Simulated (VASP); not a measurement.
# Cs in VASP: a series of runs

The runs below take Cs through single point, with PBEsol.

All numbers are computed with VASP 6.6.1; they aren't measurements. Logs are shortened: lines on timing, memory, paths and dates and some standing lists are left out, and cuts for length are marked.

## (1) The cell of the first run

The cell holds a slab with vacuum, 3 atoms: a = 5.385 Å, b = 5.385 Å, c = 28.794 Å, α = 90.00°, β = 90.00°, γ = 120.00°.

## (2) Single point, PBEsol

File INCAR:

```
ALGO = Normal
DIPOL = 0.5 0.5 0.500
EDIFF = 1E-7
ENCUT = 520
GGA = PS
IDIPOL = 3
ISIF = 2
ISMEAR = -1
LASPH = T
LCHARG = F
LDIPOL = T
LREAL = F
LWAVE = F
NBANDS = 20
NELM = 60
PREC = Accurate
SIGMA = 0.1
```

File KPOINTS:

```
k-points
0
Gamma
  7 7 1
```

File POSCAR:

```
Cs
1.0
    5.3854783536      0.0000000000      0.0000000000
   -2.6927391768      4.6639610658      0.0000000000
    0.0000000000      0.0000000000     28.7944000000
Cs
3
Direct
    0.1666666665      0.3333333335      0.3472888944
    0.5000000005      0.9999999995      0.4999999995
    0.8333333335      0.6666666665      0.6527111056
```

Potentials or basis: VASP PAW PBE potentials, release 64 (Cs_sv).

Launch:

```console
> cat potpaw_PBE.64/Cs_sv/POTCAR > POTCAR
> mpirun -np 1 vasp_std > vasp.out
```

OUTCAR:

```text
EDIFF = 1E-7
   ENCUT = 520
   GGA = PS
   ISIF = 2
   ISMEAR = -1
   LASPH = T
   LREAL = F
   NELM = 60
   PREC = Accurate

 ion  position               nearest neighbor table
   1  0.167  0.333  0.347-
   2  0.500  1.000  0.500-
   3  0.833  0.667  0.653-

  LATTYP: Found a hexagonal cell.
 ALAT       =     5.3854783536
 C/A-ratio  =     5.3466745402

  Lattice vectors:

 A1 = (   5.3854783536,   0.0000000000,   0.0000000000)
 A2 = (  -2.6927391768,   4.6639610658,   0.0000000000)
 A3 = (   0.0000000000,   0.0000000000,  28.7944000000)

Analysis of symmetry for initial positions (statically):
=====================================================================
 Subroutine PRICEL returns:
 Original cell was already a primitive cell.

 Routine SETGRP: Setting up the symmetry group for a
 hexagonal supercell.

 Subroutine GETGRP returns: Found 12 space group operations
 (whereof  4 operations were pure point group operations)
 out of a pool of 24 trial point group operations.

The static configuration has the point symmetry C_2h.
 The point group associated with its full space group is D_3d.

Analysis of symmetry for dynamics (positions and initial velocities):
=====================================================================
 Subroutine PRICEL returns:
 Original cell was already a primitive cell.

 Routine SETGRP: Setting up the symmetry group for a
 hexagonal supercell.

 Subroutine GETGRP returns: Found 12 space group operations
 (whereof  4 operations were pure point group operations)
 out of a pool of 24 trial point group operations.

The dynamic configuration has the point symmetry C_2h.
 The point group associated with its full space group is D_3d.

 Subroutine INISYM returns: Found 12 space group operations
 (whereof  4 operations are pure point group operations),
 and found     1 'primitive' translations

----------------------------------------------------------------------------------------

                                     Primitive cell

  volume of cell :     723.2480

  direct lattice vectors                    reciprocal lattice vectors
     5.385478354  0.000000000  0.000000000     0.185684527  0.107205012  0.000000000
    -2.692739177  4.663961066  0.000000000     0.000000000  0.214410023  0.000000000
     0.000000000  0.000000000 28.794400000     0.000000000  0.000000000  0.034728975

[... 68 lines left out ...]
   EDIFF  = 0.1E-06   stopping-criterion for ELM
   LREAL  =      F    real-space projection
   EDIFFG = 0.1E-05   stopping-criterion for IOM
   NSW    =      0    number of steps for IOM
   IBRION =     -1    ionic relax: 0-MD 1-quasi-New 2-CG
   NFREE  =      0    steps in history (QN), initial steepest desc. (CG)
   ISIF   =      2    stress and relaxation
   ISYM   =      2    0-nonsym 1-usesym 2-fastsym
   POTIM  = 0.5000    time-step for ionic-motion
   TEBEG  =    0.0;   TEEND  =   0.0 temperature during run
   PSTRESS=    0.0 pullay stress
   NELECT =      27.0000    total number of electrons
   NUPDOWN=      -1.0000    fix difference up-down
   EMIN   =  10.00;   EMAX   =-10.00  energy-range for DOS
   EFERMI =   0.00;   METHOD = LEGACY
   ISMEAR =    -1;   SIGMA  =   0.10  broadening in eV -4-tet -1-fermi 0-gaus
   EFERMI_NEDOS =   21; number of points for ismear=-14 and -15
   IALGO  =     38    algorithm
   IMIX   =      4    mixing-type and parameters
     AMIX     =   0.40;   BMIX     =  1.00
     AMIX_MAG =   1.60;   BMIX_MAG =  1.00
  volume/ion in A,a.u.               =     241.08      1626.91
  Fermi-wavevector in a.u.,A,eV,Ry     =   0.547142  1.033949  4.073105  0.299365
  Thomas-Fermi vector in A             =   1.577263
   LORBIT       =      0    0 simple, 1 ext, 2 COOP (PROOUT), +10 PAW based schemes
   GGA     = PS    functional components
   LHFCALC =     F    Hartree Fock is set to
   AEXX    =    0.0000 exact exchange contribution
   IVDW    =     0    specifies the selected vdW correction
   LEPSILON=     F    determine dielectric tensor
   LRPA    =     F    only Hartree local field effects (RPA)
 non-spin polarized calculation
  energy-cutoff  :      520.00
  volume of cell :      723.25
 maximum number of plane-waves:     19510
   NGX = 21   NGY = 21   NGZ =107

 number of electron      27.0000001 magnetization

 dipolmoment           0.000000      0.000000      0.000000 electrons x Angstroem

 Free energy of the ion-electron system (eV)
  ---------------------------------------------------
  ext. energy  EPLUGINS =         0.00000000
  ---------------------------------------------------
  free energy    TOTEN  =        -2.66545877 eV

  energy without entropy =       -2.54789379  energy(sigma->0) =       -2.60667628

 E-fermi :  -0.8727     XC(G=0):  -2.9886

 val. band max:       -0.8869461040   @ k =   0.2857   0.1429   0.0000
 cond. band min:      -0.8177539984   @ k =   0.1429   0.1429   0.0000
 fundamental gap:      0.0691921055
 Fermi energy:        -0.8727374402

 k-point     1 :       0.0000    0.0000    0.0000
  band No.  band energies     occupation
      1     -24.8654      2.00000
      2     -24.8654      2.00000
      3     -24.6645      2.00000
      4     -11.6899      2.00000
      5     -11.6778      2.00000
      6     -11.5803      2.00000
[... 173 lines left out ...]
     19       0.3804      0.00001
     20       0.4107      0.00001

------------------------ aborting loop because EDIFF is reached ----------------------------------------

 vacuum level on the upper side and lower side of the slab       (xc-potential included)        -0.105        -0.105

  FORCE on cell =-STRESS in cart. coord.  units (eV):
  Direction    XX          YY          ZZ          XY          YZ          ZX
  --------------------------------------------------------------------------------------
  -------------------------------------------------------------------------------------
  Total       -0.1445572     -0.1445572     -0.0911752      0.0000000      0.0000000      0.0000000
  in kB       -0.3202307     -0.3202307     -0.2019762      0.0000000      0.0000000      0.0000000
  external PRESSURE =      -0.2808125 kB  Pullay stress =       0.0000000 kB

 VOLUME and BASIS-vectors are now :
 -----------------------------------------------------------------------------
  energy-cutoff  :      520.00
  volume of cell :      723.25
      direct lattice vectors                 reciprocal lattice vectors
     5.385478354  0.000000000  0.000000000     0.185684527  0.107205012  0.000000000
    -2.692739177  4.663961066  0.000000000     0.000000000  0.214410023  0.000000000
     0.000000000  0.000000000 28.794400000     0.000000000  0.000000000  0.034728975

 POSITION                                       TOTAL-FORCE (eV/Angst)
 -----------------------------------------------------------------------------------
     -0.00000      1.55465      9.99998        -0.000000     -0.000000      0.008846
      0.00000      4.66396     14.39720        -0.000000      0.000000      0.000000
      2.69274      3.10931     18.79442         0.000000     -0.000000     -0.008846
 -----------------------------------------------------------------------------------
    total drift:                               -0.000002      0.000001      0.000012

  FREE ENERGIE OF THE ION-ELECTRON SYSTEM (eV)
  ---------------------------------------------------
  free  energy   TOTEN  =        -2.6654587666 eV

  energy  without entropy=       -2.5478937941  energy(sigma->0) =       -2.60667628

 vacuum level on the upper side and lower side of the slab         1.151         1.151
```

It took 4.1 min on 1 thread of Intel Xeon Platinum 8488C (Sapphire Rapids), shared host; peak memory 0.69 GiB.

What came out:

| Quantity | Value |
| --- | --- |
| Free energy | -2.6655 eV |
| Largest force | 0.009 eV/Å |
| Band gap on the k mesh | zero (an odd number of electrons rules out a gap without spin polarisation) |

Forces in eV/Å, atoms in the order of the input:
```
Cs   0.000  0.000  0.009
Cs   0.000  0.000  0.000
Cs   0.000  0.000 -0.009
```

Caveat: the PAW data sets were made with another functional, which shifts forces and pressure a little; spin-orbit coupling is left out, which moves the levels of the heavy elements.

## (3) Single point, PBEsol

File INCAR:

```
SYSTEM = Cs
PREC     = Accurate       ! precision mode
ENCUT    = 520            ! plane-wave cutoff, eV
EDIFF    = 1E-6           ! SCF threshold, eV
ISMEAR   = -1             ! smearing method
SIGMA    = 0.1            ! smearing width, eV
LREAL    = .False.        ! projectors in reciprocal space
LASPH    = .True.         ! aspherical terms in the spheres
NELM     = 100            ! most SCF steps
ALGO     = Normal         ! electronic algorithm
ISIF     = 2              ! what is computed and relaxed
LWAVE    = .False.        ! write WAVECAR
LCHARG   = .False.        ! write CHGCAR
LDIPOL   = .True.       
IDIPOL   = 3            
DIPOL    = 0.5 0.5 0.500
GGA      = PS             ! functional
NBANDS   = 20             ! bands
```

File KPOINTS:

```
Automatic mesh
0
Gamma
  7 7 1
  0 0 0
```

File POSCAR:

```
Cs
1.0
    5.3854783536      0.0000000000      0.0000000000
   -2.6927391768      4.6639610658      0.0000000000
    0.0000000000      0.0000000000     28.7944000000
Cs
3
Direct
    0.1666666667      0.3333333333      0.3472888944
    0.5000000000      1.0000000000      0.4999999995
    0.8333333333      0.6666666667      0.6527111056
```

Potentials or basis: VASP PAW PBE potentials, release 64 (Cs_sv).

Launch:

```console
> cat potpaw_PBE.64/Cs_sv/POTCAR > POTCAR
> mpirun -np 1 vasp_std > vasp.out
```

Wall time 3.7 min (1 thread of Intel Xeon Platinum 8488C (Sapphire Rapids), shared host); peak memory 0.71 GiB.

The run converged. Its results:

```
Free energy            : -2.6655 eV
Largest force          : 0.009 eV/Å
Band gap on the k mesh : zero (an odd number of electrons rules out a gap without spin polarisation)
```

Forces on the atoms (eV/Å):
```
Cs   0.000  0.000  0.009
Cs   0.000  0.000  0.000
Cs   0.000  0.000 -0.009
```

Levels at points of the mesh, in eV from the Fermi level:
| k point | band 11 | band 12 | band 13 | band 14 | band 15 | band 16 | band 17 | band 18 |
| --- | --- | --- | --- | --- | --- | --- | --- | --- |
| (0.00, 0.00, 0.00) | -10.52 | -10.52 | -1.57 | -1.13 | -0.48 | 0.70 | 0.92 | 1.44 |

Caveat: the PAW data sets were made with another functional, which shifts forces and pressure a little; spin-orbit coupling is left out, which moves the levels of the heavy elements.

The gap in the log of VASP goes by the Fermi energy; the results here count the filled bands.